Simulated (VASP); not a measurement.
Wanted: the native input for a VASP 6.6.1 run.

| Item | Value |
| --- | --- |
| Task | relaxation of cell and atoms |
| Functional | r2SCAN |
| Potentials or basis | VASP PAW PBE potentials, release 64 (Hf_pv) |
| Cutoff | 600 eV |
| k mesh | 10 × 10 × 10 |
| Occupations | fermi-dirac, width 0.05 eV |
| Spin | no spin polarisation |
| Dipole correction | no |
| Further INCAR settings | ALGO = Normal; EDIFF = 1e-06; IBRION = 2; EDIFFG = -0.01; NSW = 60; ISIF = 3 |

Crystal: Hf.

```
Hf
1.0
    -1.80500    1.80500    1.80500
     1.80500   -1.80500    1.80500
     1.80500    1.80500   -1.80500
Hf
1
Cartesian
  0.0000 0.0000 0.0000
```

The input as run:

POSCAR

```
Hf
1.0
   -1.8050000000      1.8050000000      1.8050000000
    1.8050000000     -1.8050000000      1.8050000000
    1.8050000000      1.8050000000     -1.8050000000
Hf
1
Direct
    0.0000000000      0.0000000000      0.0000000000
```

INCAR.step1

```
PREC = Accurate ; ENCUT = 600
ISMEAR = -1 ; SIGMA = 0.05
LREAL = False ; LASPH = True
NELM = 100 ; GGA = PE
ALGO = Normal ; EDIFF = 1E-4
LWAVE = True ; LCHARG = False
```

INCAR.step2

```
PREC = Accurate ; ENCUT = 600
EDIFF = 1E-6 ; ISMEAR = -1
SIGMA = 0.05 ; LREAL = False
LASPH = True ; NELM = 100
ALGO = Normal ; ISIF = 3
LWAVE = False ; LCHARG = False
METAGGA = R2SCAN ; LMIXTAU = True
IBRION = 2 ; NSW = 60
EDIFFG = -0.01 ; ISTART = 1
```

KPOINTS

```
regular mesh
0
Gamma
  10 10 10
```

Potentials or basis: VASP PAW PBE potentials, release 64 (Hf_pv).

The run is started by

```console
$ cat potpaw_PBE.64/Hf_pv/POTCAR > POTCAR
$ cp INCAR.step1 INCAR
$ mpirun -np 1 vasp_std > vasp.out
$ cp INCAR.step2 INCAR
$ mpirun -np 1 vasp_std > vasp.out
```

Results of the run:

```json
{
 "Relaxed volume": "22.09 Å³/atom",
 "Relaxed cell": "a = 3.062 Å, b = 3.062 Å, c = 3.062 Å, α = 109.47°, β = 109.47°, γ = 109.47°",
 "Space group after relaxing (to 0.05 Å)": "Im-3m (No. 229)",
 "Energy gained by relaxing": "27.7 meV/atom",
 "Ionic steps": "4",
 "Pressure after relaxing": "0.0 GPa",
 "Band gap on the k mesh": "zero (band 5 reaches 6.32 eV, above the bottom of band 6 at 3.75 eV)"
}
```

Caveat: the PAW data sets were made with another functional, which shifts forces and pressure a little; spin-orbit coupling is left out, which moves the levels of the heavy elements.

Wall time 5 min on 1 thread of Intel(R) Xeon(R) Platinum 8259CL CPU @ 2.50GHz (Skylake/Cascade Lake), on a shared host, peak memory 0.17 GiB.
